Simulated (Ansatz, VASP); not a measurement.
**Two plane-wave programs on Ir**

```
Ir
1.0
     0.00000    1.91010    1.91970
     1.91970    0.00000    1.91970
     1.91970    1.91010    0.00000
Ir
1
Direct
  0.00000 0.00000 0.00000
```

Change from the starting cell: strain -0.0050 x Voigt [0, 1, 0, 0, 0, 0], atoms carried along.

Alike in both runs: task single point; functional PBEsol; k mesh 22 × 22 × 22; occupations gaussian, width 0.15 eV; no spin polarisation.

|  | VASP | Ansatz |
| --- | --- | --- |
| version | VASP 6.6.1 | Ansatz 0.2.0 |
| potentials or method | VASP PAW PBE potentials, release 64 (Ir), cutoff 520 eV | scalar-relativistic, plane waves, PAW |
| valence electrons in the cell | 9 | 17 |

Ansatz gave:

- gap on the k mesh at the Fermi level (eV): none
- pressure (GPa): -0.7
- traceless stress, the component that is largest in VASP (GPa): 1.26

Problem. What did VASP give for the same quantities?

Solution. gap on the k mesh at the Fermi level (eV): none; pressure (GPa): 0.3; traceless stress, the component that is largest in VASP (GPa): 1.26.

VASP's potentials were made for PBE, not for PBEsol. A gap of «none» marks a metal or a gap that the smearing closes. The functional is the same, so the differences come from potentials, cutoffs and numerics. VASP's potentials hold 9 valence electrons a cell and Ansatz's 17, so a difference there can come from the potentials and not from the codes.

Neither program's run includes spin-orbit coupling.
